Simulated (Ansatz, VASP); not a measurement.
**Sn in VASP and in Ansatz**

```
Sn
1.0
     3.33333    0.00000    0.00000
    -1.66666    2.88675    0.00000
     0.00000    0.00000   10.96691
Sn
4
Cartesian
  0.0000 0.0000 0.0000
  0.0000 0.0000 5.4835
  0.0000 1.9245 8.2252
  1.6667 0.9622 2.7417
```

Alike in both runs: functional PBEsol; k mesh 15 × 15 × 6; occupations gaussian, width 0.1 eV; no spin polarisation.

Ansatz relaxed the structure, and its values are those at the end. VASP's run is a single point on that final structure, the one shown.

|  | VASP | Ansatz |
| --- | --- | --- |
| version | VASP 6.6.1 | Ansatz 0.2.0 |
| potentials or method | VASP PAW PBE potentials, release 64 (Sn_d), cutoff 520 eV | scalar-relativistic, plane waves, PAW |
| valence electrons in the cell | 56 | 56 |

|  | VASP | Ansatz | Ansatz less VASP |
| --- | --- | --- | --- |
| gap on the k mesh at the Fermi level (eV) | none | none | - |
| pressure (GPa) | -0.2 | 0.0 | +0.19 |

VASP's potentials were made for PBE, not for PBEsol. A gap of «none» marks a metal or a gap that the smearing closes. With one functional, cell and mesh, what is left measures potentials, basis and numerics.
